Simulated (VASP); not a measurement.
Write the native input for VASP 6.6.1 that does the following.

| Item | Value |
| --- | --- |
| Task | single point |
| Functional | PBE |
| Potentials or basis | VASP PAW PBE potentials, release 64 (Bi_d, Te) |
| Cutoff | 520 eV |
| k mesh | 4 × 4 × 2 |
| Occupations | gaussian, width 0.1 eV |
| Spin | no spin polarisation |
| Dipole correction | no |
| Further INCAR settings | ALGO = Normal; EDIFF = 1e-07; NBANDS = 32 |

The structure of BiTe5 lies in POSCAR:

```
BiTe5
1.0
    3.9232865967      0.0000000000      0.0000000000
    0.0000000000      3.9232865967      0.0000000000
    0.0000000000      0.0000000000     11.5603855991
Bi Te
1 5
Direct
    0.5000000000      0.5000000000      0.0000000000
    0.5000000000      0.5000000000      0.3448983858
    0.5000000000      0.5000000000      0.6551016142
    0.0000000000      0.0000000000      0.1594298861
    0.0000000000      0.0000000000      0.8405701139
    0.0000000000      0.0000000000      0.5000000000
```

The cell was built from a structure type or drawn by symmetry, and may not be a known phase.

These files were run (other wordings do the same):

INCAR

```
PREC = Accurate ; ENCUT = 520
EDIFF = 1E-7 ; ISMEAR = 0
SIGMA = 0.1 ; LREAL = False
LASPH = True ; NELM = 80
ALGO = Normal ; ISIF = 2
LWAVE = False ; LCHARG = False
GGA = PE ; NBANDS = 32
```

KPOINTS

```
Automatic mesh
0
Gamma
  4 4 2
```

Potentials or basis: VASP PAW PBE potentials, release 64 (Bi_d, Te).

Run with:

```bash
$ cat potpaw_PBE.64/Bi_d/POTCAR potpaw_PBE.64/Te/POTCAR > POTCAR
$ mpirun -np 1 vasp_std > vasp.out
```

Results of the run:

```json
{
  "Pressure": "0.0 GPa",
  "Largest force": "0.031 eV/Å",
  "Band gap on the k mesh": "zero (an odd number of electrons rules out a gap without spin polarisation)"
}
```

Caveat: the k points lie up to 0.40 Å⁻¹ apart, too coarse for converged energies and pressures of a metal; spin-orbit coupling is left out, which moves the levels of the heavy elements.

It took 2.1 min on 1 thread of Intel Xeon 8259CL, with other jobs on the host, peak memory 0.29 GiB.
